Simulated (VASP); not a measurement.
Wanted: the native input for a VASP 6.6.1 run.

```yaml
Task: single point
Functional: PBE
Potentials_or_basis: VASP PAW PBE potentials, release 64 (Yb, Se)
Cutoff: 520 eV
k_mesh: 10 × 10 × 10
Occupations: gaussian, width 0.05 eV
Spin: collinear spin, ferromagnetic start
Starting_moments: "[1.0, 0.0, 0.0] μB"
Dipole_correction: no
Further_INCAR_settings: ALGO = Normal; EDIFF = 1e-06; NBANDS = 29
```

The structure of YbSe2 lies in POSCAR:

```
YbSe2
1.0
    0.0000000000      3.4085997213      3.4085997213
    3.4085997213      0.0000000000      3.4085997213
    3.4085997213      3.4085997213      0.0000000000
Yb Se
1 2
Direct
    0.0000000000      0.0000000000      0.0000000000
    0.2500000000      0.2500000000      0.2500000000
    0.7500000000      0.7500000000      0.7500000000
```

These files were run (other wordings do the same):

INCAR

```
PREC = Accurate
ENCUT = 520
EDIFF = 1E-6
ISMEAR = 0
SIGMA = 0.05
LREAL = F
LASPH = T
NELM = 150
ALGO = Normal
ISIF = 2
LWAVE = F
LCHARG = T
ISPIN = 2
MAGMOM = 1 0 0
LORBIT = 11
LMAXMIX = 6
GGA = PE
LELF = T
LVHAR = T
NBANDS = 29
```

KPOINTS

```
Automatic mesh
0
Gamma
  10 10 10
```

Potentials or basis: VASP PAW PBE potentials, release 64 (Yb, Se).

The run is started by

```sh
$ cat potpaw_PBE.64/Yb/POTCAR potpaw_PBE.64/Se/POTCAR > POTCAR
$ mpirun -np 1 vasp_std > vasp.out
```

Results of the run:

```
Pressure                                              : -0.3 GPa
Net moment                                            : -0.04 μB per cell
Site moments                                          : Yb -0.03; Se -0.01 μB
Valence electrons inside the program's atomic spheres : Yb 22.02; Se 3.81
```

Run time: 6.4 min on 1 thread of AMD EPYC 9R45 96-Core Processor (Zen 5) (shared host), peak memory 0.34 GiB.
